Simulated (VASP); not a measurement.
A run of VASP 6.6.1 is set up as follows.

File INCAR:

```
PREC = Accurate
ENCUT = 600
EDIFF = 1E-7
ISMEAR = 0
SIGMA = 0.1
LREAL = F
LASPH = T
NELM = 100
ALGO = Normal
ISIF = 3
LWAVE = F
LCHARG = F
GGA = PE
IBRION = 2
NSW = 100
EDIFFG = -0.01
```

Contents of KPOINTS:

```
regular mesh
0
Gamma
  10 10 6
```

Contents of POSCAR:

```
AlH6
1.0
    3.5402939388      0.0000000000      0.0000000000
    0.0000000000      3.5402939388      0.0000000000
    0.0000000000      0.0000000000      8.5152194902
Al H
1 6
Direct
    0.5000000000      0.5000000000      0.6045561128
    0.3947632331      0.0000000000      0.1171820617
    0.6052367669      0.0000000000      0.1171820617
    0.0000000000      0.3947632331      0.1171820617
    0.0000000000      0.6052367669      0.1171820617
    0.5000000000      0.0000000000      0.5839567951
    0.0000000000      0.5000000000      0.5839567951
```

Potentials or basis: VASP PAW PBE potentials, release 64 (Al, H).

Command:

```console
$ cat potpaw_PBE.64/Al/POTCAR potpaw_PBE.64/H/POTCAR > POTCAR
$ mpirun -np 1 vasp_std > vasp.out
```

(1) Estimate the relaxed cell.

(2) What does it give for the relaxed volume?

(3) Predict the band gap on the k mesh.

Results:

(1) a = 3.540 Å, b = 3.540 Å, c = 8.515 Å, α = 90.00°, β = 90.00°, γ = 90.00°.

(2) 15.24 Å³/atom.

(3) zero (an odd number of electrons rules out a gap without spin polarisation).
